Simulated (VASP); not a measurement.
Set up this calculation in VASP 6.6.1, as the native input.

```
Task                   : single point
Functional             : PBE
Potentials or basis    : VASP PAW PBE potentials, release 64 (Mo_sv)
Cutoff                 : 520 eV
k mesh                 : 11 × 11 × 11
Occupations            : fermi-dirac, width 0.1 eV
Spin                   : no spin polarisation
Dipole correction      : no
Further INCAR settings : ALGO = Normal; EDIFF = 1e-06; NBANDS = 21
```

The structure of Mo lies in POSCAR:

```
Mo
1.0
    0.0000000000      2.9546830741      2.9546830741
    2.9546830741      0.0000000000      2.9546830741
    2.9546830741      2.9546830741      0.0000000000
Mo
2
Direct
    0.1250000000      0.1250000000      0.1250000000
    0.8750000000      0.8750000000      0.8750000000
```

This cell differs from its parent crystal: volume scaled by 1.12.

The input as run:

INCAR

```
SYSTEM = Mo
PREC = Accurate
ENCUT = 520
EDIFF = 1E-6
ISMEAR = -1
SIGMA = 0.1
LREAL = .False.
LASPH = .True.
NELM = 100
ALGO = Normal
ISIF = 2
LWAVE = .False.
LCHARG = .False.
GGA = PE
NBANDS = 21
```

KPOINTS

```
regular mesh
0
Gamma
  11 11 11
  0 0 0
```

Potentials or basis: VASP PAW PBE potentials, release 64 (Mo_sv).

Launch:

```console
$ cat potpaw_PBE.64/Mo_sv/POTCAR > POTCAR
$ mpirun -np 1 vasp_std > vasp.out
```

It gave:

- Pressure: -9.4 GPa
- Band gap on the k mesh: zero (band 14 reaches 5.92 eV, above the bottom of band 15 at 5.45 eV)

Wall time 25 s on 1 thread of Intel(R) Xeon(R) Platinum 8488C (Sapphire Rapids), with other jobs on the host, peak memory 0.19 GiB.
